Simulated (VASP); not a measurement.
# VSi15 (F-43m) in VASP: a series of runs

VSi15 is run at these levels: PBEsol+U; tasks: single point.

All numbers are computed with VASP 6.6.1; they aren't measurements. Logs are shortened: lines on timing, memory, paths and dates and some standing lists are left out, and cuts for length are marked.

## (1) The cell of the first run

Symmetry: F-43m, No. 216, cubic system. Conventional cell: a = 10.874 Å, b = 10.874 Å, c = 10.874 Å, α = 90.00°, β = 90.00°, γ = 90.00°. Within 3.2 Å of V (site symmetry -43m) lie 4 Si at 2.45 Å. Within 3.1 Å of Si (site symmetry 2mm) lie 4 Si at 2.33 to 2.35 Å. Within 3.1 Å of Si (site symmetry -43m) lie 4 Si at 2.35 Å. Si (site symmetry 3m) has 3 Si at 2.33 Å and 1 V at 2.45 Å within 3.1 Å. Within 3.1 Å of Si (site symmetry 3m) lie 4 Si at 2.35 Å.

## (2) Single point, PBEsol+U, collinear spin, ferromagnetic start

Contents of INCAR:

```
SYSTEM = VSi15
  PREC = Accurate
  ENCUT = 520
  EDIFF = 1E-6
  ISMEAR = 0
  SIGMA = 0.05
  LREAL = Auto
  LASPH = .True.
  NELM = 150
  ALGO = Normal
  ISIF = 2
  LWAVE = .False.
  LCHARG = .False.
  ISPIN = 2
  MAGMOM = 1 0 0 0 0 0 0 0 0 0 0 0 0 0 0 0
  LORBIT = 11
  LMAXMIX = 4
  LDAU = .True.
  LDAUTYPE = 2
  LDAUL = 2 -1
  LDAUU = 5 0
  LDAUJ = 0 0
  LDAUPRINT = 1
  GGA = PS
  NBANDS = 54
```

Contents of KPOINTS:

```
regular mesh
0
Gamma
  3 3 3
  0 0 0
```

Contents of POSCAR:

```
VSi15
1.0
    0.0000000000      5.4370000000      5.4370000000
    5.4370000000      0.0000000000      5.4370000000
    5.4370000000      5.4370000000      0.0000000000
V Si
1 15
Direct
    0.0000000000      1.0000000000      0.0000000000
    0.9989704830      0.9989704830      0.5010295170
    0.9989704830      0.5010295170      0.9989704830
    0.9989704830      0.5010295170      0.5010295170
    0.5010295170      0.9989704830      0.9989704830
    0.5010295170      0.9989704830      0.5010295170
    0.5010295170      0.5010295170      0.9989704830
    0.5000000000      0.5000000000      0.5000000000
    0.1302364601      0.1302364601      0.1302364601
    0.1302364601      0.1302364601      0.6092906198
    0.1302364601      0.6092906198      0.1302364601
    0.1259483344      0.6246838885      0.6246838885
    0.6092906198      0.1302364601      0.1302364601
    0.6246838885      0.1259483344      0.6246838885
    0.6246838885      0.6246838885      0.1259483344
    0.6246838885      0.6246838885      0.6246838885
```

Potentials or basis: VASP PAW PBE potentials, release 64 (V_sv, Si).

Command:

```console
$ cat potpaw_PBE.64/V_sv/POTCAR potpaw_PBE.64/Si/POTCAR > POTCAR
$ mpirun -np 1 vasp_std > vasp.out
```

OUTCAR:

```text
SYSTEM = VSi15
   PREC = Accurate
   ENCUT = 520
   EDIFF = 1E-6
   ISMEAR = 0
   LREAL = Auto
   LASPH = .True.
   NELM = 150
   ISIF = 2
   ISPIN = 2
   LORBIT = 11
   GGA = PS

 ion  position               nearest neighbor table
   1  0.000  0.000  0.000-  10 2.45  11 2.45  13 2.45   9 2.45
   2  0.999  0.999  0.501-   9 2.33  10 2.33  12 2.35  14 2.35
   3  0.999  0.501  0.999-   9 2.33  11 2.33  12 2.35  15 2.35
   4  0.999  0.501  0.501-  10 2.33  11 2.33  12 2.35  16 2.35
   5  0.501  0.999  0.999-   9 2.33  13 2.33  14 2.35  15 2.35
   6  0.501  0.999  0.501-  10 2.33  13 2.33  14 2.35  16 2.35
[... 8 lines left out ...]
  15  0.625  0.625  0.126-   8 2.35   7 2.35   3 2.35   5 2.35
  16  0.625  0.625  0.625-   8 2.35   6 2.35   7 2.35   4 2.35

  LATTYP: Found a face centered cubic cell.
 ALAT       =    10.8740000000

  Lattice vectors:

 A1 = (   0.0000000000,   5.4370000000,   5.4370000000)
 A2 = (   5.4370000000,   0.0000000000,   5.4370000000)
 A3 = (   5.4370000000,   5.4370000000,   0.0000000000)

Analysis of symmetry for initial positions (statically):
=====================================================================
 Subroutine PRICEL returns:
 Original cell was already a primitive cell.

 Routine SETGRP: Setting up the symmetry group for a
 face centered cubic supercell.

 Subroutine GETGRP returns: Found 24 space group operations
 (whereof 24 operations were pure point group operations)
 out of a pool of 48 trial point group operations.

The static configuration has the point symmetry T_d .

Analysis of symmetry for dynamics (positions and initial velocities):
=====================================================================
 Subroutine PRICEL returns:
 Original cell was already a primitive cell.

 Routine SETGRP: Setting up the symmetry group for a
 face centered cubic supercell.

 Subroutine GETGRP returns: Found 24 space group operations
 (whereof 24 operations were pure point group operations)
 out of a pool of 48 trial point group operations.

The dynamic configuration has the point symmetry T_d .

Analysis of structural, dynamic, and magnetic symmetry:
=====================================================================
 Subroutine PRICEL returns:
 Original cell was already a primitive cell.

 Routine SETGRP: Setting up the symmetry group for a
 face centered cubic supercell.

 Subroutine GETGRP returns: Found 24 space group operations
 (whereof 24 operations were pure point group operations)
 out of a pool of 48 trial point group operations.

The overall configuration has the point symmetry T_d .

 Subroutine INISYM returns: Found 24 space group operations
 (whereof 24 operations are pure point group operations),
 and found     1 'primitive' translations

----------------------------------------------------------------------------------------

                                     Primitive cell

  volume of cell :     321.4460

  direct lattice vectors                    reciprocal lattice vectors
     0.000000000  5.437000000  5.437000000    -0.091962479  0.091962479  0.091962479
     5.437000000  0.000000000  5.437000000     0.091962479 -0.091962479  0.091962479
     5.437000000  5.437000000  0.000000000     0.091962479  0.091962479 -0.091962479

  length of vectors
     7.689079139  7.689079139  7.689079139     0.159283687  0.159283687  0.159283687

  position of ions in fractional coordinates (direct lattice)
     0.000000000  0.000000000  0.000000000
     0.998970483  0.998970483  0.501029517
     0.998970483  0.501029517  0.998970483
     0.998970483  0.501029517  0.501029517
     0.501029517  0.998970483  0.998970483
     0.501029517  0.998970483  0.501029517
[... 8 lines left out ...]
     0.624683889  0.624683889  0.125948334
     0.624683889  0.624683889  0.624683889

  ion indices of the primitive-cell ions
[... 100 lines left out ...]
   IVDW    =     0    specifies the selected vdW correction
   LEPSILON=     F    determine dielectric tensor
   LRPA    =     F    only Hartree local field effects (RPA)
 spin polarized calculation
 Gauss-broadening in eV      SIGMA  =   0.05
  energy-cutoff  :      520.00
  volume of cell :      321.45
 maximum number of plane-waves:      8682
 NGX is ok and might be reduce to    60
   NGX = 29   NGY = 29   NGZ = 29

 number of electron      73.0000004 magnetization      -0.7750483

atom =   1  type =  1  l = 2

 onsite density matrix

spin component  1

  0.7065  0.0000 -0.0000  0.0000  0.0000
  0.0000  0.7065  0.0000  0.0000 -0.0000
 -0.0000  0.0000  0.3797 -0.0000 -0.0000
  0.0000  0.0000 -0.0000  0.7065  0.0000
  0.0000 -0.0000 -0.0000  0.0000  0.3797

spin component  2

  0.0523  0.0000  0.0000 -0.0000 -0.0000
  0.0000  0.0523 -0.0000 -0.0000  0.0000
  0.0000 -0.0000  0.0132  0.0000 -0.0000
 -0.0000 -0.0000  0.0000  0.0523  0.0000
 -0.0000  0.0000 -0.0000  0.0000  0.0132

 occupancies and eigenvectors

  o =  0.0132  v =  0.0000  0.0000  0.0000  0.0000  0.0000  0.0000 -0.0000 -1.0000  0.0000 -0.0022      0.0000  0.0000  0.0000  0.0000  0.0000  0.0000  0.0000  0.0000  0.0000  0.0000
  o =  0.0132  v =  0.0000  0.0000  0.0000  0.0000  0.0000  0.0000  0.0000 -0.0022 -0.0000  1.0000      0.0000  0.0000  0.0000  0.0000  0.0000  0.0000  0.0000  0.0000  0.0000  0.0000
  o =  0.0523  v =  0.0000  0.0000  0.0000  0.0000  0.0000  1.0000  0.0000  0.0000  0.0000  0.0000      0.0000  0.0000  0.0000  0.0000  0.0000  0.0000  0.0000  0.0000  0.0000  0.0000
  o =  0.0523  v =  0.0000  0.0000  0.0000  0.0000  0.0000  0.0000  0.0690 -0.0000 -0.9976 -0.0000      0.0000  0.0000  0.0000  0.0000  0.0000  0.0000  0.0000  0.0000  0.0000  0.0000
  o =  0.0523  v =  0.0000  0.0000  0.0000  0.0000  0.0000  0.0000  0.9976 -0.0000  0.0690 -0.0000      0.0000  0.0000  0.0000  0.0000  0.0000  0.0000  0.0000  0.0000  0.0000  0.0000
  o =  0.3797  v =  0.0000  0.0000  0.0001 -0.0000  1.0000  0.0000  0.0000  0.0000  0.0000  0.0000      0.0000  0.0000  0.0000  0.0000  0.0000  0.0000  0.0000  0.0000  0.0000  0.0000
  o =  0.3797  v =  0.0000 -0.0000  1.0000 -0.0000 -0.0001  0.0000  0.0000  0.0000  0.0000  0.0000      0.0000  0.0000  0.0000  0.0000  0.0000  0.0000  0.0000  0.0000  0.0000  0.0000
  o =  0.7065  v =  0.0000  0.9820  0.0000 -0.1887 -0.0000  0.0000  0.0000  0.0000  0.0000  0.0000      0.0000  0.0000  0.0000  0.0000  0.0000  0.0000  0.0000  0.0000  0.0000  0.0000
  o =  0.7065  v =  0.0000  0.1887  0.0000  0.9820  0.0000  0.0000  0.0000  0.0000  0.0000  0.0000      0.0000  0.0000  0.0000  0.0000  0.0000  0.0000  0.0000  0.0000  0.0000  0.0000
  o =  0.7065  v =  1.0000  0.0000  0.0000  0.0000  0.0000  0.0000  0.0000  0.0000  0.0000  0.0000      0.0000  0.0000  0.0000  0.0000  0.0000  0.0000  0.0000  0.0000  0.0000  0.0000

 number of electron      73.0000004 magnetization       3.4168949

 Free energy of the ion-electron system (eV)
  ---------------------------------------------------
  ext. energy  EPLUGINS =         0.00000000
  ---------------------------------------------------
  free energy    TOTEN  =       -88.24007576 eV

  energy without entropy =      -88.22728220  energy(sigma->0) =      -88.23367898

 E-fermi :   5.9432     XC(G=0):  -9.6207

 val. band max:        5.9189290998   @ k =   0.3333   0.3333   0.0000
 cond. band min:       5.9573356560   @ k =   0.0000   0.0000   0.0000
 fundamental gap:      0.0384065562
 Fermi energy:         5.9432277364

 spin component 1

 k-point     1 :       0.0000    0.0000    0.0000
  band No.  band energies     occupation
      1     -58.7725      1.00000
      2     -32.7798      1.00000
      3     -32.7798      1.00000
      4     -32.7798      1.00000
      5      -6.1694      1.00000
      6      -3.9738      1.00000
[... 193 lines left out ...]
     47       9.0012      0.00000
     48       9.1236      0.00000
 Fermi energy:         5.9432277364

 spin component 2

 k-point     1 :       0.0000    0.0000    0.0000
  band No.  band energies     occupation
      1     -56.1962      1.00000
      2     -30.2144      1.00000
      3     -30.2144      1.00000
      4     -30.2144      1.00000
      5      -6.1426      1.00000
      6      -3.9437      1.00000
[... 193 lines left out ...]
     47       9.2248      0.00000
     48       9.2577      0.00000
 [bands above 48 left out]

------------------------ aborting loop because EDIFF is reached ----------------------------------------

  FORCE on cell =-STRESS in cart. coord.  units (eV):
  Direction    XX          YY          ZZ          XY          YZ          ZX
  --------------------------------------------------------------------------------------
  -------------------------------------------------------------------------------------
  Total        4.0235469      4.0235469      4.0235469      0.0000000     -0.0000000      0.0000000
  in kB       20.0544914     20.0544914     20.0544914      0.0000000     -0.0000000      0.0000000
  external PRESSURE =      20.0544914 kB  Pullay stress =       0.0000000 kB

 VOLUME and BASIS-vectors are now :
 -----------------------------------------------------------------------------
  energy-cutoff  :      520.00
  volume of cell :      321.45
      direct lattice vectors                 reciprocal lattice vectors
     0.000000000  5.437000000  5.437000000    -0.091962479  0.091962479  0.091962479
     5.437000000  0.000000000  5.437000000     0.091962479 -0.091962479  0.091962479
     5.437000000  5.437000000  0.000000000     0.091962479  0.091962479 -0.091962479

 POSITION                                       TOTAL-FORCE (eV/Angst)
 -----------------------------------------------------------------------------------
      0.00000      0.00000      0.00000        -0.000000     -0.000000     -0.000000
      8.15550      8.15550     10.86281        -0.000000     -0.000000     -0.056692
      8.15550     10.86281      8.15550        -0.000000     -0.056692     -0.000000
      5.44819      8.15550      8.15550         0.056692     -0.000000     -0.000000
     10.86281      8.15550      8.15550        -0.056692     -0.000000     -0.000000
      8.15550      5.44819      8.15550        -0.000000      0.056692     -0.000000
[... 8 lines left out ...]
      4.08119      4.08119      6.79281         0.006643      0.006643     -0.006643
      6.79281      6.79281      6.79281        -0.006643     -0.006643     -0.006643
 -----------------------------------------------------------------------------------
    total drift:                                0.000000      0.000000      0.000000

  FREE ENERGIE OF THE ION-ELECTRON SYSTEM (eV)
  ---------------------------------------------------
  free  energy   TOTEN  =       -88.2400757644 eV

  energy  without entropy=      -88.2272821968  energy(sigma->0) =      -88.23367898

 total charge

# of ion       s       p       d       tot
------------------------------------------
    1        2.311   6.148   3.040  11.500
    2        0.758   0.930   0.000   1.688
    3        0.758   0.930   0.000   1.688
    4        0.758   0.930   0.000   1.688
    5        0.758   0.930   0.000   1.688
    6        0.758   0.930   0.000   1.688
[... 8 lines left out ...]
   15        0.753   0.937   0.000   1.689
   16        0.753   0.937   0.000   1.689
--------------------------------------------------
tot         13.742  20.120   3.040  36.903

 magnetization (x)

# of ion       s       p       d       tot
------------------------------------------
    1        0.034   0.022   2.682   2.738
    2        0.006   0.004   0.000   0.010
    3        0.006   0.004   0.000   0.010
    4        0.006   0.004   0.000   0.010
    5        0.006   0.004   0.000   0.010
    6        0.006   0.004   0.000   0.010
[... 8 lines left out ...]
   15       -0.001   0.004   0.000   0.003
   16       -0.001   0.004   0.000   0.003
--------------------------------------------------
tot          0.033   0.027   2.682   2.743
```

Wall time 7.9 min (1 thread of Intel Xeon 6975P-C (Granite Rapids), shared host); peak memory 0.71 GiB.

What came out:

```
Free energy                                           : -88.2401 eV
Pressure                                              : 2.0 GPa
Largest force                                         : 0.235 eV/Å
Net moment                                            : 3.42 μB per cell
Site moments                                          : V +2.74; Si +0.01, +0.00, -0.02 (each value once) μB
Valence electrons inside the program's atomic spheres : V 11.50; Si 1.69, 1.71 (each value once)
```

Forces in eV/Å, atoms in the order of the input:
```
V    0.000  0.000  0.000
Si   0.000  0.000 -0.057
Si   0.000 -0.057  0.000
Si   0.057  0.000  0.000
Si  -0.057  0.000  0.000
Si   0.000  0.057  0.000
Si   0.000  0.000  0.057
Si   0.000  0.000  0.000
Si   0.136  0.136  0.136
Si  -0.136 -0.136  0.136
Si  -0.136  0.136 -0.136
Si  -0.007  0.007  0.007
Si   0.136 -0.136 -0.136
Si   0.007 -0.007  0.007
Si   0.007  0.007 -0.007
Si  -0.007 -0.007 -0.007
```

Levels at points of the mesh, in eV from the Fermi level:
Spin up:
| k point | band 36 | band 37 | band 38 | band 39 | band 40 | band 41 |
| --- | --- | --- | --- | --- | --- | --- |
| (0.00, 0.00, 0.00) | -0.78 | -0.66 | -0.66 | 0.43 | 0.55 | 0.55 |
Spin down:
| k point | band 32 | band 33 | band 34 | band 35 | band 36 | band 37 |
| --- | --- | --- | --- | --- | --- | --- |
| (0.00, 0.00, 0.00) | -0.86 | -0.86 | 0.01 | 0.01 | 0.01 | 0.37 |

Eigenvalues of the final occupation matrices:
```csv
site,spin,trace,eigenvalues
site 1 d,1,2.88,0.38 0.38 0.71 0.71 0.71
site 1 d,2,0.18,0.01 0.01 0.05 0.05 0.05
```

Caveat: the PAW data sets were made with another functional, which shifts forces and pressure a little; the U is typed as a test and isn't derived for this compound. The state reached can hang on the start; a lower one may exist.

## (3) Single point, PBEsol+U, collinear spin

Contents of INCAR:

```
ALGO = Normal
EDIFF = 1E-6
ENCUT = 520
GGA = PS
ISIF = 2
ISMEAR = 0
ISPIN = 2
LASPH = T
LCHARG = F
LDAU = T
LDAUJ = 0 0
LDAUL = 2 -1
LDAUPRINT = 1
LDAUTYPE = 2
LDAUU = 5 0
LMAXMIX = 4
LORBIT = 11
LREAL = Auto
LWAVE = F
MAGMOM = 2.16 0 0 0 0 0 0 0 -0.08 -0.08 -0.08 0 -0.08 0 0 0
NBANDS = 54
NELM = 150
PREC = Accurate
SIGMA = 0.05
```

Contents of KPOINTS:

```
k-points
0
Gamma
  3 3 3
```

POSCAR is that of step 2.

Potentials or basis: VASP PAW PBE potentials, release 64 (V_sv, Si).

Command:

```console
$ cat potpaw_PBE.64/V_sv/POTCAR potpaw_PBE.64/Si/POTCAR > POTCAR
$ mpirun -np 1 vasp_std > vasp.out
```

It took 6.9 min on 1 thread of Intel Xeon 6975P-C (Granite Rapids), shared host; peak memory 0.71 GiB.

It converged, with:

* Free energy: -87.6578 eV
* Pressure: 1.1 GPa
* Largest force: 0.567 eV/Å
* Net moment: 0.64 μB per cell
* Site moments: V +0.16; Si +0.00, -0.00, +0.02 (each value once) μB
* Valence electrons inside the program's atomic spheres: V 11.40; Si 1.69, 1.72 (each value once)

Forces in eV/Å, atoms in the order of the input:
```
V    0.000  0.000  0.000
Si   0.000  0.000 -0.150
Si   0.000 -0.150  0.000
Si   0.150  0.000  0.000
Si  -0.150  0.000  0.000
Si   0.000  0.150  0.000
Si   0.000  0.000  0.150
Si   0.000  0.000  0.000
Si  -0.327 -0.327 -0.327
Si   0.327  0.327 -0.327
Si   0.327 -0.327  0.327
Si  -0.013  0.013  0.013
Si  -0.327  0.327  0.327
Si   0.013 -0.013  0.013
Si   0.013  0.013 -0.013
Si  -0.013 -0.013 -0.013
```

Levels at points of the mesh, in eV from the Fermi level:
Spin up:
```csv
k point,band 35,band 36,band 37,band 38,band 39,band 40
"(0.00, 0.00, 0.00)",-0.72,-0.72,-0.56,-0.56,0.37,0.52
```
Spin down:
```tsv
k point	band 32	band 33	band 34	band 35	band 36	band 37	band 38	band 39	band 40	band 41
(0.00, 0.00, 0.00)	-1.49	-1.49	-0.76	-0.76	-0.76	0.07	0.07	0.39	0.53	0.53
```

Eigenvalues of the final occupation matrices:
```
    site  spin  trace               eigenvalues
site 1 d     1   1.55  0.26 0.26 0.34 0.34 0.34
site 1 d     2   1.41  0.03 0.03 0.45 0.45 0.45
```

Caveat: a moment this small can come from the mesh or the smearing; the PAW data sets were made with another functional, which shifts forces and pressure a little; the U is typed as a test and isn't derived for this compound.
